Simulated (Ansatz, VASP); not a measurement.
# TiO2: VASP beside Ansatz

```xyz
6
Lattice="2.6712 -2.6712 -0.0201 2.6712 2.6712 -0.0201 -2.6353 0.0000 4.8120" Properties=species:S:1:pos:R:3 pbc="T T T"
Ti    2.0123    2.0035    1.1829
Ti    0.6947   -2.0035    3.5889
O    -0.6440   -0.6679    3.1894
O     3.3510    0.6679    1.5823
O     2.0334   -0.6679    3.9883
O     0.6737    0.6679    0.7834
```

Alike in both runs: functional r2SCAN; k mesh 8 × 8 × 6; occupations gaussian, width 0.02 eV; no spin polarisation.

Ansatz relaxed the structure, and its values are those at the end. VASP's run is a single point on that final structure, the one shown.

|  | VASP | Ansatz |
| --- | --- | --- |
| version | VASP 6.6.1 | Ansatz 0.2.0 |
| potentials or method | VASP PAW PBE potentials, release 64 (Ti_sv, O), cutoff 520 eV | scalar-relativistic, plane waves, PAW |
| valence electrons in the cell | 48 | 48 |

VASP gave:

| Property | Result |
| --- | --- |
| gap on the k mesh at the Fermi level (eV) | 2.59 |
| least direct gap on the mesh (eV) | 2.90 |
| pressure (GPa) | 1.2 |
| rms of the force components (eV/Å) | 0.012 |

Problem. What did Ansatz give for the same quantities?

Solution. gap on the k mesh at the Fermi level (eV): 2.57; least direct gap on the mesh (eV): 2.87; pressure (GPa): 0.0; rms of the force components (eV/Å): 0.000.

VASP's potentials were made for PBE, not for r2SCAN. The functional is the same, so the differences come from potentials, cutoffs and numerics.
